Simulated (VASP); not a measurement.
# ZnF2 (P4_2/mnm) in VASP: further runs

Runs on ZnF2. Level: r2SCAN. Tasks: single point.

All numbers are computed with VASP 6.6.1; they aren't measurements. Logs are shortened: lines on timing, memory, paths and dates and some standing lists are left out, and cuts for length are marked.

## 1. The cell of the first run

Symmetry: P4_2/mnm, No. 136, tetragonal system. Conventional cell: a = 4.656 Å, b = 4.656 Å, c = 3.095 Å, α = 90.00°, β = 90.00°, γ = 90.00°. Zn (site symmetry mmm) has 6 F at 2.00 to 2.02 Å within 2.6 Å. Within 2.6 Å of F (site symmetry m2m) lie 3 Zn at 2.00 to 2.02 Å and 1 F at 2.59 Å.

## 2. Single point, r2SCAN (11.18 Å³/atom)

The input, POSCAR:

```
ZnF2
1.0
    4.6558502960      0.0000000000      0.0000000000
    0.0000000000      4.6558502960      0.0000000000
    0.0000000000      0.0000000000      3.0952023724
Zn F
2 4
Direct
    0.0000000000      0.0000000000      0.0000000000
    0.5000000000      0.5000000000      0.5000000000
    0.3031905513      0.3031905513      0.0000000000
    0.1968094487      0.8031905513      0.5000000000
    0.6968094487      0.6968094487      0.0000000000
    0.8031905513      0.1968094487      0.5000000000
```

The input, INCAR.step1:

```
SYSTEM = ZnF2
ALGO     = Normal         ! electronic algorithm
EDIFF    = 1E-5           ! SCF threshold, eV
ENCUT    = 660            ! plane-wave cutoff, eV
GGA      = PE             ! functional
GGA_COMPAT= .FALSE.      
ISMEAR   = 0              ! smearing method
LASPH    = .TRUE.         ! aspherical terms in the spheres
LCHARG   = .FALSE.        ! write CHGCAR
LREAL    = .FALSE.        ! projectors in reciprocal space
LWAVE    = .TRUE.         ! write WAVECAR
NBANDS   = 35             ! bands
NELM     = 120            ! most SCF steps
PREC     = Accurate       ! precision mode
SIGMA    = 0.01           ! smearing width, eV
```

The input, INCAR.step2:

```
SYSTEM = ZnF2
ALGO     = Normal         ! electronic algorithm
EDIFF    = 1E-6           ! SCF threshold, eV
ENCUT    = 660            ! plane-wave cutoff, eV
GGA_COMPAT= .FALSE.      
ISIF     = 2              ! what is computed and relaxed
ISMEAR   = 0              ! smearing method
ISTART   = 1            
LASPH    = .TRUE.         ! aspherical terms in the spheres
LCHARG   = .FALSE.        ! write CHGCAR
LMIXTAU  = .TRUE.       
LREAL    = .FALSE.        ! projectors in reciprocal space
LWAVE    = .FALSE.        ! write WAVECAR
METAGGA  = R2SCAN         ! meta-GGA
NBANDS   = 35             ! bands
NELM     = 120            ! most SCF steps
PREC     = Accurate       ! precision mode
SIGMA    = 0.01           ! smearing width, eV
```

The input, KPOINTS:

```
k-points
0
G
  4 4 6
  0 0 0
```

Potentials or basis: VASP PAW PBE potentials, release 64 (Zn, F).

Started as:

```
cat potpaw_PBE.64/Zn/POTCAR potpaw_PBE.64/F/POTCAR > POTCAR
cp INCAR.step1 INCAR
mpirun -np 1 vasp_std > vasp.out
cp INCAR.step2 INCAR
mpirun -np 1 vasp_std > vasp.out
```

OUTCAR:

```text
SYSTEM = ZnF2
   EDIFF = 1E-6
   ENCUT = 660
   ISIF = 2
   ISMEAR = 0
   ISTART = 1
   LASPH = .TRUE.
   LREAL = .FALSE.
   METAGGA = R2SCAN
   NELM = 120
   PREC = Accurate

 ion  position               nearest neighbor table
   1  0.000  0.000  0.000-   3 2.00   5 2.00   4 2.02   6 2.02   4 2.02   6 2.02
   2  0.500  0.500  0.500-   4 2.00   6 2.00   5 2.02   3 2.02   3 2.02   5 2.02
   3  0.303  0.303  0.000-   1 2.00   2 2.02   2 2.02
   4  0.197  0.803  0.500-   2 2.00   1 2.02   1 2.02
   5  0.697  0.697  0.000-   1 2.00   2 2.02   2 2.02
   6  0.803  0.197  0.500-   2 2.00   1 2.02   1 2.02

  LATTYP: Found a simple tetragonal cell.
 ALAT       =     4.6558502960
 C/A-ratio  =     0.6647985171

  Lattice vectors:

 A1 = (   4.6558502960,   0.0000000000,   0.0000000000)
 A2 = (   0.0000000000,   4.6558502960,   0.0000000000)
 A3 = (   0.0000000000,   0.0000000000,   3.0952023724)

Analysis of symmetry for initial positions (statically):
=====================================================================
 Subroutine PRICEL returns:
 Original cell was already a primitive cell.

 Routine SETGRP: Setting up the symmetry group for a
 simple tetragonal supercell.

 Subroutine GETGRP returns: Found 16 space group operations
 (whereof  8 operations were pure point group operations)
 out of a pool of 16 trial point group operations.

The static configuration has the point symmetry D_2h.
 The point group associated with its full space group is D_4h.

Analysis of symmetry for dynamics (positions and initial velocities):
=====================================================================
 Subroutine PRICEL returns:
 Original cell was already a primitive cell.

 Routine SETGRP: Setting up the symmetry group for a
 simple tetragonal supercell.

 Subroutine GETGRP returns: Found 16 space group operations
 (whereof  8 operations were pure point group operations)
 out of a pool of 16 trial point group operations.

The dynamic configuration has the point symmetry D_2h.
 The point group associated with its full space group is D_4h.

 Subroutine INISYM returns: Found 16 space group operations
 (whereof  8 operations are pure point group operations),
 and found     1 'primitive' translations

----------------------------------------------------------------------------------------

                                     Primitive cell

[... 92 lines left out ...]
   LNONCOLLINEAR =      F non collinear calculations
   LSORBIT =      F    spin-orbit coupling
   LASPH  =      T    aspherical Exc in radial PAW
   ENCUT  =  660.0 eV  48.51 Ry    6.96 a.u.   9.75  9.75  6.48*2*pi/ulx,y,z
   NELM   =    120;   NELMIN=  2; NELMDL=  0     # of ELM steps
   EDIFF  = 0.1E-05   stopping-criterion for ELM
   LREAL  =      F    real-space projection
[... 7 lines left out ...]
   TEBEG  =    0.0;   TEEND  =   0.0 temperature during run
   PSTRESS=    0.0 pullay stress
   NELECT =      52.0000    total number of electrons
   NUPDOWN=      -1.0000    fix difference up-down
   EMIN   =  10.00;   EMAX   =-10.00  energy-range for DOS
   EFERMI =   0.00;   METHOD = LEGACY
   ISMEAR =     0;   SIGMA  =   0.01  broadening in eV -4-tet -1-fermi 0-gaus
   EFERMI_NEDOS =   21; number of points for ismear=-14 and -15
   IALGO  =     38    algorithm
   IMIX   =      4    mixing-type and parameters
     AMIX     =   0.40;   BMIX     =  1.00
     AMIX_MAG =   1.60;   BMIX_MAG =  1.00
  volume/ion in A,a.u.               =      11.18        75.46
  Fermi-wavevector in a.u.,A,eV,Ry     =   1.503766  2.841706 30.767020  2.261312
  Thomas-Fermi vector in A             =   2.614833
   LORBIT       =      0    0 simple, 1 ext, 2 COOP (PROOUT), +10 PAW based schemes
   METAGGA = R2SCAN    functional components
   LHFCALC =     F    Hartree Fock is set to
   AEXX    =    0.0000 exact exchange contribution
   IVDW    =     0    specifies the selected vdW correction
   LEPSILON=     F    determine dielectric tensor
   LRPA    =     F    only Hartree local field effects (RPA)
 non-spin polarized calculation
 Gauss-broadening in eV      SIGMA  =   0.01
  energy-cutoff  :      660.00
  volume of cell :       67.09
 maximum number of plane-waves:      2620
 NGX is ok and might be reduce to    40
   NGX = 19   NGY = 19   NGZ = 13

 number of electron      52.0000020 magnetization

 Free energy of the ion-electron system (eV)
  ---------------------------------------------------
  ext. energy  EPLUGINS =         0.00000000
  ---------------------------------------------------
  free energy    TOTEN  =       -45.64969211 eV

  energy without entropy =      -45.64969211  energy(sigma->0) =      -45.64969211

 E-fermi :  -1.1294     XC(G=0): -11.1467

 val. band max:       -1.2627495685   @ k =   0.0000   0.0000   0.0000
 cond. band min:       3.0093675626   @ k =   0.0000   0.0000   0.0000
 fundamental gap:      4.2721171311
 Fermi energy:        -1.1293875535

 k-point     1 :       0.0000    0.0000    0.0000
  band No.  band energies     occupation
      1     -24.7044      2.00000
      2     -23.9036      2.00000
      3     -23.9036      2.00000
      4     -23.8644      2.00000
      5      -7.8852      2.00000
      6      -6.9810      2.00000
[... 901 lines left out ...]
     34      12.3122      0.00000
     35      16.8802      0.00000

------------------------ aborting loop because EDIFF is reached ----------------------------------------

  FORCE on cell =-STRESS in cart. coord.  units (eV):
  Direction    XX          YY          ZZ          XY          YZ          ZX
  --------------------------------------------------------------------------------------
  -------------------------------------------------------------------------------------
  Total        1.7072202      1.7072202      2.2255515     -0.0000000      0.0000000      0.0000000
  in kB       40.7674040     40.7674040     53.1448476     -0.0000000      0.0000000      0.0000000
  external PRESSURE =      44.8932185 kB  Pullay stress =       0.0000000 kB

 VOLUME and BASIS-vectors are now :
 -----------------------------------------------------------------------------
  energy-cutoff  :      660.00
  volume of cell :       67.09
      direct lattice vectors                 reciprocal lattice vectors
     4.655850296  0.000000000  0.000000000     0.214783538  0.000000000  0.000000000
     0.000000000  4.655850296  0.000000000     0.000000000  0.214783538  0.000000000
     0.000000000  0.000000000  3.095202372     0.000000000  0.000000000  0.323080652

 POSITION                                       TOTAL-FORCE (eV/Angst)
 -----------------------------------------------------------------------------------
      0.00000      0.00000      0.00000         0.000000     -0.000000      0.000000
      2.32793      2.32793      1.54760         0.000000     -0.000000      0.000000
      1.41161      1.41161      0.00000        -0.046529     -0.046529      0.000000
      0.91632      3.73953      1.54760         0.046529     -0.046529      0.000000
      3.24424      3.24424      0.00000         0.046529      0.046529     -0.000000
      3.73953      0.91632      1.54760        -0.046529      0.046529     -0.000000
 -----------------------------------------------------------------------------------
    total drift:                                0.000000     -0.000000     -0.000000

  FREE ENERGIE OF THE ION-ELECTRON SYSTEM (eV)
  ---------------------------------------------------
  free  energy   TOTEN  =       -45.6496921054 eV

  energy  without entropy=      -45.6496921054  energy(sigma->0) =      -45.64969211
```

Run time: 3.6 min. Hardware: 1 thread of AMD EPYC 9R14 (Zen 4), shared host; peak memory 0.21 GiB.

What came out:

```yaml
Free_energy: -45.6497 eV
Pressure: 4.5 GPa
Largest_force: 0.066 eV/Å
Band_gap_on_the_k_mesh: 4.27 eV
```

Forces in eV/Å, atoms in the order of the input:
```
Zn   0.000  0.000  0.000
Zn   0.000  0.000  0.000
F   -0.047 -0.047  0.000
F    0.047 -0.047  0.000
F    0.047  0.047  0.000
F   -0.047  0.047  0.000
```

Stress tensor (GPa, compression positive):
```
4.08 0.00 0.00
0.00 4.08 0.00
0.00 0.00 5.31
```

Levels at points of the mesh, in eV from the valence-band top:
```
           k point  band 22  band 23  band 24  band 25  band 26  band 27  band 28  band 29  band 30  band 31
(0.00, 0.00, 0.00)    -1.74    -1.53    -0.41    -0.41     0.00     4.27    10.45    10.45    10.46    14.18
(0.50, 0.00, 0.00)    -1.87    -0.71    -0.71    -0.50    -0.50     6.94     6.94    11.40    11.40    14.03
(0.50, 0.50, 0.00)    -1.53    -1.49    -1.49    -0.42    -0.42     7.99     7.99     9.91     9.91    15.70
(0.00, 0.00, 0.50)    -1.58    -1.32    -1.32    -1.30    -1.30     9.28     9.28    12.95    12.95    14.13
(0.50, 0.00, 0.50)    -2.18    -1.53    -1.53    -0.09    -0.09     9.90     9.90    11.23    11.23    15.06
(0.50, 0.50, 0.50)    -1.77    -1.30    -1.30    -0.84    -0.84     9.20     9.20    12.23    12.23    13.36
```

Caveat: the cell stands under pressure; the PAW data sets were made with another functional, which shifts forces and pressure a little. r2SCAN opens gaps a little over a GGA but as a rule still falls short of measured ones.

## 3. Single point, r2SCAN

This run uses another cell than the first one, of 11.53 Å³/atom.

POSCAR: that of step 2 with these lines changed.

```diff
@@ -2,5 +2,5 @@
 1.0
-    4.6558502960      0.0000000000      0.0000000000
-    0.0000000000      4.6558502960      0.0000000000
-    0.0000000000      0.0000000000      3.0952023724
+    4.7033622540      0.0000000000      0.0000000000
+    0.0000000000      4.7033622540      0.0000000000
+    0.0000000000      0.0000000000      3.1267882516
 Zn F
```

The input, INCAR.step1:

```
SYSTEM = ZnF2
PREC     = Accurate       ! precision mode
ENCUT    = 660            ! plane-wave cutoff, eV
ISMEAR   = 0              ! smearing method
SIGMA    = 0.01           ! smearing width, eV
LREAL    = .FALSE.        ! projectors in reciprocal space
LASPH    = .TRUE.         ! aspherical terms in the spheres
NELM     = 120            ! most SCF steps
NBANDS   = 35             ! bands
GGA      = PE             ! functional
ALGO     = Normal         ! electronic algorithm
EDIFF    = 1E-5           ! SCF threshold, eV
LWAVE    = .TRUE.         ! write WAVECAR
LCHARG   = .FALSE.        ! write CHGCAR
GGA_COMPAT= .FALSE.
```

The input, INCAR.step2:

```
SYSTEM = ZnF2
PREC     = Accurate       ! precision mode
ENCUT    = 660            ! plane-wave cutoff, eV
EDIFF    = 1E-6           ! SCF threshold, eV
ISMEAR   = 0              ! smearing method
SIGMA    = 0.01           ! smearing width, eV
LREAL    = .FALSE.        ! projectors in reciprocal space
LASPH    = .TRUE.         ! aspherical terms in the spheres
NELM     = 120            ! most SCF steps
ALGO     = Normal         ! electronic algorithm
ISIF     = 2              ! what is computed and relaxed
LWAVE    = .FALSE.        ! write WAVECAR
LCHARG   = .FALSE.        ! write CHGCAR
METAGGA  = R2SCAN         ! meta-GGA
LMIXTAU  = .TRUE.       
NBANDS   = 35             ! bands
ISTART   = 1            
GGA_COMPAT= .FALSE.
```

The input, KPOINTS:

```
Automatic mesh
0
G
  4 4 6
  0 0 0
```

Potentials or basis: VASP PAW PBE potentials, release 64 (Zn, F).

Started as:

```
cat potpaw_PBE.64/Zn/POTCAR potpaw_PBE.64/F/POTCAR > POTCAR
cp INCAR.step1 INCAR
mpirun -np 1 vasp_std > vasp.out
cp INCAR.step2 INCAR
mpirun -np 1 vasp_std > vasp.out
```

It took 3.4 min on 1 thread of AMD EPYC 9R14 (Zen 4), shared host; peak memory 0.22 GiB.

Results (log left out):

| Item | Value |
| --- | --- |
| Free energy | -45.6870 eV |
| Pressure | 0.3 GPa |
| Largest force | 0.015 eV/Å |
| Band gap on the k mesh | 4.22 eV |

Forces in eV/Å, atoms in the order of the input:
```
Zn   0.000  0.000  0.000
Zn   0.000  0.000  0.000
F   -0.010 -0.010  0.000
F    0.010 -0.010  0.000
F    0.010  0.010  0.000
F   -0.010  0.010  0.000
```

Stress tensor (GPa, compression positive):
```
0.25 0.00 0.00
0.00 0.25 0.00
0.00 0.00 0.49
```

Levels at points of the mesh, in eV from the valence-band top:
```tsv
k point	band 22	band 23	band 24	band 25	band 26	band 27	band 28	band 29	band 30	band 31
(0.00, 0.00, 0.00)	-1.67	-1.35	-0.37	-0.37	0.00	4.22	10.26	10.43	10.43	14.14
(0.50, 0.00, 0.00)	-1.73	-0.67	-0.67	-0.46	-0.46	6.84	6.84	11.35	11.35	13.88
(0.50, 0.50, 0.00)	-1.52	-1.37	-1.37	-0.39	-0.39	7.84	7.84	9.88	9.88	15.56
(0.00, 0.00, 0.50)	-1.47	-1.29	-1.29	-1.25	-1.25	9.12	9.12	12.81	12.81	14.03
(0.50, 0.00, 0.50)	-1.97	-1.43	-1.43	-0.07	-0.07	9.69	9.69	11.16	11.16	14.91
(0.50, 0.50, 0.50)	-1.62	-1.25	-1.25	-0.81	-0.81	9.03	9.03	12.23	12.23	13.21
```

Caveat: the PAW data sets were made with another functional, which shifts forces and pressure a little. r2SCAN opens gaps a little over a GGA but as a rule still falls short of measured ones.

[end of part 1 of 2]
